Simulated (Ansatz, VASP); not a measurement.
Ca in VASP and in Ansatz

```
CELL_PARAMETERS angstrom
-2.30720 2.30720 2.17280
2.30720 -2.30720 2.17280
2.30720 2.30720 -2.17280
ATOMIC_POSITIONS crystal
Ca 0.00000 0.00000 0.00000
```

Change from the starting cell: strain +0.030 along x and y, -0.030 along z, atoms carried along.

Alike in both runs: task single point; functional r2SCAN; k mesh 16 × 16 × 16; occupations gaussian, width 0.15 eV; no spin polarisation.

```csv
,VASP,Ansatz
version,VASP 6.6.1,Ansatz 0.2.0
potentials or method,"VASP PAW PBE potentials, release 64 (Ca_sv), cutoff 520 eV","scalar-relativistic, plane waves, PAW"
valence electrons in the cell,10,10
```

|  | VASP | Ansatz | Ansatz less VASP |
| --- | --- | --- | --- |
| gap on the k mesh at the Fermi level (eV) | none | none | - |
| pressure (GPa) | -1.0 | -1.1 | -0.04 |
| traceless stress, the component that is largest in VASP (GPa) | 0.13 | 0.13 | +0.001 |

VASP's potentials were made for PBE, not for r2SCAN. A gap of «none» marks a metal or a gap that the smearing closes.
